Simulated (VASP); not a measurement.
# TlAsF4 (P4/mmm) in VASP: notebook

TlAsF4 is run at these levels: PBEsol; tasks: single point, relaxation of cell and atoms.

Everything below comes from runs of VASP 6.6.1. Logs are shortened: lines on timing, memory, paths and dates and some standing lists are left out, and cuts for length are marked.

### 1 The cell of the first run

It takes space group P4/mmm (No. 123, tetragonal). Conventional cell: a = 3.678 Å, b = 3.678 Å, c = 6.598 Å, α = 90.00°, β = 90.00°, γ = 90.00°. Within 3.7 Å of Tl (site symmetry 4/mmm) lie 8 F at 2.78 Å and 4 Tl at 3.68 Å. Within 2.9 Å of As (site symmetry 4/mmm) lie 8 F at 2.21 Å. Within 2.9 Å of F (site symmetry 2mm) lie 2 As at 2.21 Å and 5 F at 2.44 to 2.60 Å and 2 Tl at 2.78 Å.

### 2 Single point, PBEsol

File INCAR:

```
ALGO = Normal
EDIFF = 1E-6
ENCUT = 600
GGA = PS
GGA_COMPAT = False
ISIF = 2
ISMEAR = -1
LASPH = True
LCHARG = False
LREAL = False
LWAVE = False
NBANDS = 32
NELM = 120
PREC = Accurate
SIGMA = 0.03
```

File KPOINTS:

```
k-points
0
Gamma
  6 6 4
```

File POSCAR:

```
TlAsF4
1.0
    3.6777043310      0.0000000000      0.0000000000
    0.0000000000      3.6777043310      0.0000000000
    0.0000000000      0.0000000000      6.5983450813
Tl As F
1 1 4
Direct
    0.0000000000      0.0000000000      0.0000000000
    0.5000000000      0.5000000000      0.5000000000
    0.5000000000      0.0000000000      0.6845446568
    0.0000000000      0.5000000000      0.3154553432
    0.5000000000      0.0000000000      0.3154553432
    0.0000000000      0.5000000000      0.6845446568
```

Potentials or basis: VASP PAW PBE potentials, release 64 (Tl_d, As, F).

The run is started by

```
$ cat potpaw_PBE.64/Tl_d/POTCAR potpaw_PBE.64/As/POTCAR potpaw_PBE.64/F/POTCAR > POTCAR
$ mpirun -np 1 vasp_std > vasp.out
```

OUTCAR:

```text
EDIFF = 1E-6
   ENCUT = 600
   GGA = PS
   ISIF = 2
   ISMEAR = -1
   LASPH = True
   LREAL = False
   NELM = 120
   PREC = Accurate

 ion  position               nearest neighbor table
   1  0.000  0.000  0.000-   3 2.78   4 2.78   5 2.78   6 2.78   4 2.78   6 2.78   3 2.78   5 2.78

   2  0.500  0.500  0.500-   3 2.21   4 2.21   5 2.21   6 2.21   3 2.21   5 2.21   4 2.21   6 2.21

   3  0.500  0.000  0.685-   2 2.21   2 2.21   1 2.78   1 2.78
   4  0.000  0.500  0.315-   2 2.21   2 2.21   1 2.78   1 2.78
   5  0.500  0.000  0.315-   2 2.21   2 2.21   1 2.78   1 2.78
   6  0.000  0.500  0.685-   2 2.21   2 2.21   1 2.78   1 2.78

  LATTYP: Found a simple tetragonal cell.
 ALAT       =     3.6777043310
 C/A-ratio  =     1.7941477855

  Lattice vectors:

 A1 = (   3.6777043310,   0.0000000000,   0.0000000000)
 A2 = (   0.0000000000,   3.6777043310,   0.0000000000)
 A3 = (   0.0000000000,   0.0000000000,   6.5983450813)

Analysis of symmetry for initial positions (statically):
=====================================================================
 Subroutine PRICEL returns:
 Original cell was already a primitive cell.

 Routine SETGRP: Setting up the symmetry group for a
 simple tetragonal supercell.

 Subroutine GETGRP returns: Found 16 space group operations
 (whereof 16 operations were pure point group operations)
 out of a pool of 16 trial point group operations.

The static configuration has the point symmetry D_4h.

Analysis of symmetry for dynamics (positions and initial velocities):
=====================================================================
 Subroutine PRICEL returns:
 Original cell was already a primitive cell.

 Routine SETGRP: Setting up the symmetry group for a
 simple tetragonal supercell.

 Subroutine GETGRP returns: Found 16 space group operations
 (whereof 16 operations were pure point group operations)
 out of a pool of 16 trial point group operations.

The dynamic configuration has the point symmetry D_4h.

 Subroutine INISYM returns: Found 16 space group operations
 (whereof 16 operations are pure point group operations),
 and found     1 'primitive' translations

----------------------------------------------------------------------------------------

                                     Primitive cell

  volume of cell :      89.2460

  direct lattice vectors                    reciprocal lattice vectors
     3.677704331  0.000000000  0.000000000     0.271908753  0.000000000  0.000000000
     0.000000000  3.677704331  0.000000000     0.000000000  0.271908753  0.000000000
     0.000000000  0.000000000  6.598345081     0.000000000  0.000000000  0.151553153

  length of vectors
     3.677704331  3.677704331  6.598345081     0.271908753  0.271908753  0.151553153

  position of ions in fractional coordinates (direct lattice)
     0.000000000  0.000000000  0.000000000
     0.500000000  0.500000000  0.500000000
     0.500000000  0.000000000  0.684544657
     0.000000000  0.500000000  0.315455343
     0.500000000  0.000000000  0.315455343
     0.000000000  0.500000000  0.684544657

  ion indices of the primitive-cell ions
   primitive index   ion index
                 1           1
                 2           2
                 3           3
                 4           4
                 5           5
                 6           6

----------------------------------------------------------------------------------------

 KPOINTS: k-points

Automatic generation of k-mesh.
 Grid dimensions read from file:
 generate k-points for:    6    6    4

 Generating k-lattice:

  Cartesian coordinates                     Fractional coordinates (reciprocal lattice)
     0.045318126  0.000000000  0.000000000     0.166666667  0.000000000  0.000000000
     0.000000000  0.045318126  0.000000000     0.000000000  0.166666667  0.000000000
     0.000000000  0.000000000  0.037888288     0.000000000  0.000000000  0.250000000

  Length of vectors
     0.045318126  0.045318126  0.037888288

  Shift w.r.t. Gamma in fractional coordinates (k-lattice)
     0.000000000  0.000000000  0.000000000

 Subroutine IBZKPT returns following result:
 ===========================================

 Found     30 irreducible k-points:

 Following reciprocal coordinates:
            Coordinates               Weight
  0.000000  0.000000  0.000000      1.000000
  0.166667  0.000000  0.000000      4.000000
  0.333333  0.000000  0.000000      4.000000
  0.500000  0.000000  0.000000      2.000000
  0.166667  0.166667  0.000000      4.000000
  0.333333  0.166667  0.000000      8.000000
[... 16 lines left out ...]
  0.333333  0.000000  0.500000      4.000000
  0.500000  0.000000  0.500000      2.000000
 [... further k-points ...]
   k-points           NKPTS =     30   k-points in BZ     NKDIM =     30   number of bands    NBANDS=     32
   number of dos      NEDOS =    301   number of ions     NIONS =      6
   total plane-waves  NPLWV =  48600
   dimension x,y,z NGX =    30 NGY =   30 NGZ =   54
   dimension x,y,z NGXF=    60 NGYF=   60 NGZF=  108
   ions per type =               1   1   4
   NGX,Y,Z   is equivalent  to a cutoff of  13.56, 13.56, 13.61 a.u.
   NGXF,Y,Z  is equivalent  to a cutoff of  27.12, 27.12, 27.21 a.u.
 SYSTEM =  unknown system
   PREC   = accura    normal or accurate (medium, high low for compatibility)
   ISTART =      0    job   : 0-new  1-cont  2-samecut
   ICHARG =      2    charge: 1-file 2-atom 10-const
   ISPIN  =      1    spin polarized calculation?
   LNONCOLLINEAR =      F non collinear calculations
   LSORBIT =      F    spin-orbit coupling
   LASPH  =      T    aspherical Exc in radial PAW
   ENCUT  =  600.0 eV  44.10 Ry    6.64 a.u.   7.35  7.35 13.18*2*pi/ulx,y,z
   NELM   =    120;   NELMIN=  2; NELMDL= -5     # of ELM steps
   EDIFF  = 0.1E-05   stopping-criterion for ELM
   LREAL  =      F    real-space projection
   EDIFFG = 0.1E-04   stopping-criterion for IOM
   NSW    =      0    number of steps for IOM
   IBRION =     -1    ionic relax: 0-MD 1-quasi-New 2-CG
   NFREE  =      0    steps in history (QN), initial steepest desc. (CG)
   ISIF   =      2    stress and relaxation
   ISYM   =      2    0-nonsym 1-usesym 2-fastsym
   POTIM  = 0.5000    time-step for ionic-motion
   TEBEG  =    0.0;   TEEND  =   0.0 temperature during run
   PSTRESS=    0.0 pullay stress
   NELECT =      46.0000    total number of electrons
   NUPDOWN=      -1.0000    fix difference up-down
   EMIN   =  10.00;   EMAX   =-10.00  energy-range for DOS
   EFERMI =   0.00;   METHOD = LEGACY
   ISMEAR =    -1;   SIGMA  =   0.03  broadening in eV -4-tet -1-fermi 0-gaus
   EFERMI_NEDOS =   21; number of points for ismear=-14 and -15
   IALGO  =     38    algorithm
   IMIX   =      4    mixing-type and parameters
     AMIX     =   0.40;   BMIX     =  1.00
     AMIX_MAG =   1.60;   BMIX_MAG =  1.00
  volume/ion in A,a.u.               =      14.87       100.38
  Fermi-wavevector in a.u.,A,eV,Ry     =   1.312596  2.480448 23.441606  1.722909
  Thomas-Fermi vector in A             =   2.442978
   LORBIT       =      0    0 simple, 1 ext, 2 COOP (PROOUT), +10 PAW based schemes
   GGA     = PS    functional components
   LHFCALC =     F    Hartree Fock is set to
   AEXX    =    0.0000 exact exchange contribution
   IVDW    =     0    specifies the selected vdW correction
   LEPSILON=     F    determine dielectric tensor
   LRPA    =     F    only Hartree local field effects (RPA)
 non-spin polarized calculation
  energy-cutoff  :      600.00
  volume of cell :       89.25
 maximum number of plane-waves:      3010
 NGX is ok and might be reduce to    30
   NGX = 15   NGY = 15   NGZ = 27

 number of electron      45.9999944 magnetization

 Free energy of the ion-electron system (eV)
  ---------------------------------------------------
  ext. energy  EPLUGINS =         0.00000000
  ---------------------------------------------------
  free energy    TOTEN  =       -26.16458097 eV

  energy without entropy =      -26.16458097  energy(sigma->0) =      -26.16458097

 E-fermi :   2.2192     XC(G=0): -10.0075

 val. band max:        1.5281840597   @ k =   0.5000   0.5000   0.5000
 cond. band min:       4.0594380925   @ k =   0.0000   0.0000   0.0000
 fundamental gap:      2.5312540329
 Fermi energy:         2.2192064498

 k-point     1 :       0.0000    0.0000    0.0000
  band No.  band energies     occupation
      1     -20.6094      2.00000
      2     -19.9157      2.00000
      3     -19.3612      2.00000
      4     -19.0013      2.00000
      5      -7.3942      2.00000
      6      -7.2967      2.00000
[... 24 lines left out ...]
     31      13.2163      0.00000
     32      15.3351      0.00000

 k-point     2 :       0.1667    0.0000    0.0000
  band No.  band energies     occupation
      1     -20.5218      2.00000
      2     -19.8513      2.00000
      3     -19.4366      2.00000
      4     -19.0579      2.00000
      5      -7.4589      2.00000
      6      -7.3489      2.00000
[... 24 lines left out ...]
     31      14.1354      0.00000
     32      15.8167      0.00000

 k-point     3 :       0.3333    0.0000    0.0000
  band No.  band energies     occupation
      1     -20.2845      2.00000
      2     -19.6775      2.00000
      3     -19.6497      2.00000
      4     -19.2162      2.00000
      5      -7.7746      2.00000
      6      -7.2862      2.00000
[... 24 lines left out ...]
     31      14.6543      0.00000
     32      15.3378      0.00000

 k-point     4 :       0.5000    0.0000    0.0000
  band No.  band energies     occupation
      1     -20.0074      2.00000
      2     -19.9149      2.00000
      3     -19.4693      2.00000
      4     -19.4166      2.00000
      5      -7.9261      2.00000
      6      -7.2663      2.00000
[... 24 lines left out ...]
     31      14.3466      0.00000
     32      14.8349      0.00000

 k-point     5 :       0.1667    0.1667    0.0000
  band No.  band energies     occupation
      1     -20.4415      2.00000
      2     -19.7932      2.00000
      3     -19.4976      2.00000
      4     -19.1047      2.00000
      5      -7.6728      2.00000
      6      -7.2904      2.00000
[... 584 lines left out ...]
     31      12.7989      0.00000
     32      15.6564      0.00000

 k-point    22 :       0.1667    0.0000    0.5000
  band No.  band energies     occupation
      1     -20.5110      2.00000
      2     -19.8650      2.00000
      3     -19.4329      2.00000
      4     -19.0621      2.00000
      5      -7.3985      2.00000
      6      -7.3375      2.00000
[... 24 lines left out ...]
     31      13.9413      0.00000
     32      15.8998      0.00000

 k-point    23 :       0.3333    0.0000    0.5000
  band No.  band energies     occupation
      1     -20.2776      2.00000
      2     -19.6862      2.00000
      3     -19.6465      2.00000
      4     -19.2197      2.00000
      5      -7.7763      2.00000
      6      -7.2743      2.00000
[... 24 lines left out ...]
     31      14.7621      0.00000
     32      14.8088      0.00000

 k-point    24 :       0.5000    0.0000    0.5000
  band No.  band energies     occupation
      1     -20.0085      2.00000
      2     -19.9058      2.00000
      3     -19.4680      2.00000
      4     -19.4274      2.00000
      5      -7.9487      2.00000
      6      -7.2544      2.00000
[... 24 lines left out ...]
     31      14.8334      0.00000
     32      15.3333      0.00000

 [... further k-points ...]

------------------------ aborting loop because EDIFF is reached ----------------------------------------

  FORCE on cell =-STRESS in cart. coord.  units (eV):
  Direction    XX          YY          ZZ          XY          YZ          ZX
  --------------------------------------------------------------------------------------
  -------------------------------------------------------------------------------------
  Total       -0.1686302     -0.1686302     -0.1753827      0.0000000     -0.0000000     -0.0000000
  in kB       -3.0273125     -3.0273125     -3.1485359      0.0000000     -0.0000000     -0.0000000
  external PRESSURE =      -3.0677203 kB  Pullay stress =       0.0000000 kB

 VOLUME and BASIS-vectors are now :
 -----------------------------------------------------------------------------
  energy-cutoff  :      600.00
  volume of cell :       89.25
      direct lattice vectors                 reciprocal lattice vectors
     3.677704331  0.000000000  0.000000000     0.271908753  0.000000000  0.000000000
     0.000000000  3.677704331  0.000000000     0.000000000  0.271908753  0.000000000
     0.000000000  0.000000000  6.598345081     0.000000000  0.000000000  0.151553153

 POSITION                                       TOTAL-FORCE (eV/Angst)
 -----------------------------------------------------------------------------------
      0.00000      0.00000      0.00000        -0.000000      0.000000      0.000000
      1.83885      1.83885      3.29917        -0.000000      0.000000      0.000000
      1.83885      0.00000      4.51686         0.000000     -0.000000      0.000015
      0.00000      1.83885      2.08148        -0.000000      0.000000     -0.000015
      1.83885      0.00000      2.08148        -0.000000     -0.000000     -0.000015
      0.00000      1.83885      4.51686         0.000000      0.000000      0.000015
 -----------------------------------------------------------------------------------
    total drift:                                0.000000      0.000000      0.000000

  FREE ENERGIE OF THE ION-ELECTRON SYSTEM (eV)
  ---------------------------------------------------
  free  energy   TOTEN  =       -26.1645809717 eV

  energy  without entropy=      -26.1645809717  energy(sigma->0) =      -26.16458097
```

Run time: 43 s. Hardware: 1 thread of Intel Xeon 6975P-C (Granite Rapids), shared host; peak memory 0.26 GiB.

What came out:

* Free energy: -26.1646 eV
* Pressure: -0.3 GPa
* Band gap on the k mesh: 2.53 eV (least direct gap 3.15 eV)

Levels at points of the mesh, in eV from the valence-band top:
| k point | band 21 | band 22 | band 23 | band 24 | band 25 | band 26 |
| --- | --- | --- | --- | --- | --- | --- |
| (0.00, 0.00, 0.00) | -1.41 | -1.41 | -0.62 | 2.53 | 5.52 | 5.52 |
| (0.50, 0.00, 0.00) | -1.93 | -0.58 | -0.22 | 3.23 | 5.08 | 5.11 |
| (0.50, 0.50, 0.00) | -0.92 | -0.35 | -0.26 | 3.63 | 3.63 | 5.95 |
| (0.00, 0.00, 0.50) | -1.47 | -1.47 | -0.77 | 2.90 | 5.65 | 5.65 |
| (0.50, 0.00, 0.50) | -2.05 | -0.18 | -0.02 | 3.39 | 4.95 | 5.25 |
| (0.50, 0.50, 0.50) | -0.90 | -0.34 | 0.00 | 4.80 | 4.80 | 4.90 |

Caveat: the PAW data sets were made with another functional, which shifts forces and pressure a little; spin-orbit coupling is left out, which moves the levels of the heavy elements.

### 3 Relaxation of cell and atoms, PBEsol

This run uses another cell than the first one, of 16.17 Å³/atom.

File INCAR:

```
PREC = Accurate ; ENCUT = 600
EDIFF = 1E-7 ; ISMEAR = -1
SIGMA = 0.03 ; LREAL = F
LASPH = T ; NELM = 120
ALGO = Normal ; ISIF = 3
LWAVE = F ; LCHARG = F
GGA = PS ; IBRION = 2
NSW = 100 ; EDIFFG = -0.01
GGA_COMPAT = F ; NELMIN = 4
```

File KPOINTS:

```
Automatic mesh
0
Gamma
  6 6 4
```

File POSCAR:

```
TlAsF4
1.0
    4.0703517000      0.0000000000      0.0000000000
    0.0000000000      4.0703517000      0.0000000000
    0.0000000000      0.0000000000      5.8576599000
Tl As F
1 1 4
Direct
    0.0000000000      0.0000000000      0.0000000000
    0.5000000000      0.5000000000      0.5000000000
    0.5000000000      0.0000000000      0.7327468500
    0.0000000000      0.5000000000      0.2672531500
    0.5000000000      0.0000000000      0.2672531500
    0.0000000000      0.5000000000      0.7327468500
```

Potentials or basis: VASP PAW PBE potentials, release 64 (Tl_d, As, F).

The run is started by

```
$ cat potpaw_PBE.64/Tl_d/POTCAR potpaw_PBE.64/As/POTCAR potpaw_PBE.64/F/POTCAR > POTCAR
$ mpirun -np 1 vasp_std > vasp.out
```

It took 5.1 min on 1 thread of Intel Xeon 6975P-C (Granite Rapids), shared host; peak memory 0.31 GiB.

The run converged. Its results:

```
Free energy                           : -26.1817 eV
Relaxed volume                        : 14.80 Å³/atom
Relaxed cell                          : a = 3.675 Å, b = 3.675 Å, c = 6.578 Å, α = 90.00°, β = 90.00°, γ = 90.00°
Space group after relaxing (to 0.1 Å) : P4/mmm (No. 123)
Energy gained by relaxing             : 293.7 meV/atom
Ionic steps                           : 13
Pressure after relaxing               : 0.0 GPa
Band gap on the k mesh                : 2.49 eV (least direct gap 3.13 eV)
```

The path:
```
step  energy change (eV)  largest force (eV/Å)  pressure (GPa)  volume (Å³)
   1              0.0000                1.5460           -6.66        97.05
   2             -0.6799                1.3618            0.25        87.89
   3             -0.8218                0.9317            7.97        81.89
   4             -1.2135                0.1237            8.10        82.12
   5             -1.3240                0.7984            9.41        82.24
   6             -1.7246                0.2457           -0.46        90.01
   7             -1.7295                0.1633           -1.76        91.40
   8             -1.7299                0.1783           -1.53        91.15
   9             -1.7552                0.0946           -0.76        89.98
  10             -1.7617                0.0349           -0.10        89.06
  11             -1.7617                0.0323           -0.06        89.01
  12             -1.7619                0.0224           -0.05        88.95
  13             -1.7621                0.0007            0.03        88.82
```

Final structure:
```
Tl As F
1.0
     3.67459    0.00000    0.00000
     0.00000    3.67459    0.00000
     0.00000    0.00000    6.57768
Tl As F
1 1 4
Direct
  0.00000 0.00000 0.00000
  0.50000 0.50000 0.50000
  0.50000 0.00000 0.68491
  0.00000 0.50000 0.31509
  0.50000 0.00000 0.31509
  0.00000 0.50000 0.68491
```

Levels at points of the mesh, in eV from the valence-band top:
```tsv
k point	band 19	band 20	band 21	band 22	band 23	band 24	band 25	band 26	band 27
(0.00, 0.00, 0.00)	-1.86	-1.72	-1.47	-1.47	-0.64	2.49	5.49	5.49	7.41
(0.50, 0.00, 0.00)	-2.07	-2.06	-1.98	-0.59	-0.26	3.22	5.04	5.08	5.67
(0.50, 0.50, 0.00)	-1.77	-1.15	-0.97	-0.39	-0.26	3.60	3.60	5.95	5.95
(0.00, 0.00, 0.50)	-1.78	-1.66	-1.53	-1.53	-0.79	2.87	5.62	5.62	6.54
(0.50, 0.00, 0.50)	-2.46	-2.20	-2.11	-0.22	-0.03	3.38	4.92	5.23	5.67
(0.50, 0.50, 0.50)	-1.77	-1.16	-0.96	-0.38	0.00	4.77	4.77	4.90	4.90
```

Caveat: the PAW data sets were made with another functional, which shifts forces and pressure a little; spin-orbit coupling is left out, which moves the levels of the heavy elements.
